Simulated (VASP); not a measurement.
Input of a VASP 6.6.1 run:

File INCAR:

```
  PREC = Accurate
  ENCUT = 520
  EDIFF = 1E-7
  ISMEAR = 0
  SIGMA = 0.05
  LREAL = False
  LASPH = True
  NELM = 80
  ALGO = Normal
  ISIF = 2
  LWAVE = False
  LCHARG = False
  GGA = PE
  IVDW = 12
  NBANDS = 16
```

File KPOINTS:

```
Automatic mesh
0
Gamma
  10 10 8
```

POSCAR

```
AgB2
1.0
    2.9303206500      0.0000000000      0.0000000000
   -1.4651603250      2.5377321241      0.0000000000
    0.0000000000      0.0000000000      3.8034283372
Ag B
1 2
Direct
    0.0000000000      0.0000000000      0.0000000000
    0.3333333333      0.6666666667      0.5000000000
    0.6666666667      0.3333333333      0.5000000000
```

Potentials or basis: VASP PAW PBE potentials, release 64 (Ag, B).

Run with:

```console
$ cat potpaw_PBE.64/Ag/POTCAR potpaw_PBE.64/B/POTCAR > POTCAR
$ mpirun -np 1 vasp_std > vasp.out
```

Estimate the pressure.

17.3 GPa.

Predict the dispersion energy per atom.

-0.371 eV.

Stress tensor (GPa, compression positive):
```
17.38  0.00  0.00
 0.00 17.38  0.00
 0.00  0.00 17.24
```

Caveat: three body term missing; pairwise dispersion overbinds metals, which lowers pressure and volume.
